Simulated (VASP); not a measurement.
# FeBiO4: single point with PBE

FeBiO4:

```
CELL_PARAMETERS angstrom
0.00000 3.65447 3.65447
3.65447 0.00000 3.65447
3.65447 3.65447 0.00000
ATOMIC_POSITIONS crystal
Fe 0.00000 0.00000 0.00000
Bi 0.50000 0.50000 0.50000
O 0.38793 0.87069 0.87069
O 0.87069 0.87069 0.87069
O 0.87069 0.87069 0.38793
O 0.87069 0.38793 0.87069
```

```
Program                 : VASP 6.6.1
Task                    : single point
Functional              : PBE
Potentials or basis     : VASP PAW PBE potentials, release 64 (Fe, Bi_d, O)
Cutoff                  : 520 eV
k mesh                  : 10 × 10 × 10
Occupations             : gaussian, width 0.1 eV
Spin                    : collinear spin, ferromagnetic start
Starting moments        : [0.65, 0.0, 0.0, 0.0, 0.0, 0.0] μB
Dipole correction       : no
k mesh for the DOS      : 15 × 15 × 15
Occupations for the DOS : tetrahedron
Further INCAR settings  : ALGO = Fast; EDIFF = 1e-06; NBANDS = 36
```

```
Net moment                                            : 0.84 μB per cell
Site moments                                          : Fe +0.64; Bi -0.03; O +0.05 μB
Valence electrons inside the program's atomic spheres : Fe 8.44; Bi 12.33; O 4.90
```

Levels at points of the mesh, in eV from the Fermi level:
Spin up:
| k point | band 20 | band 21 | band 22 | band 23 | band 24 | band 25 | band 26 | band 27 | band 28 | band 29 |
| --- | --- | --- | --- | --- | --- | --- | --- | --- | --- | --- |
| (0.00, 0.00, 0.00) | -1.64 | -1.64 | -1.64 | -0.42 | -0.42 | 0.67 | 0.67 | 0.67 | 2.34 | 2.34 |
Spin down:
| k point | band 20 | band 21 | band 22 | band 23 | band 24 | band 25 | band 26 | band 27 |
| --- | --- | --- | --- | --- | --- | --- | --- | --- |
| (0.00, 0.00, 0.00) | -1.49 | -1.49 | -1.49 | 0.31 | 0.31 | 0.66 | 0.66 | 0.66 |

Wall time 40 min on 1 thread of Oxide Virtual Turin-like Processor (shared host), peak memory 0.7 GiB.

Caveat: spin-orbit coupling is left out, which moves the levels of the heavy elements; a cell with one magnetic atom can't hold antiferromagnetic order, which such compounds often take; semilocal functionals often make such compounds metallic where correlation or magnetic order opens a gap, which also shifts bond lengths.
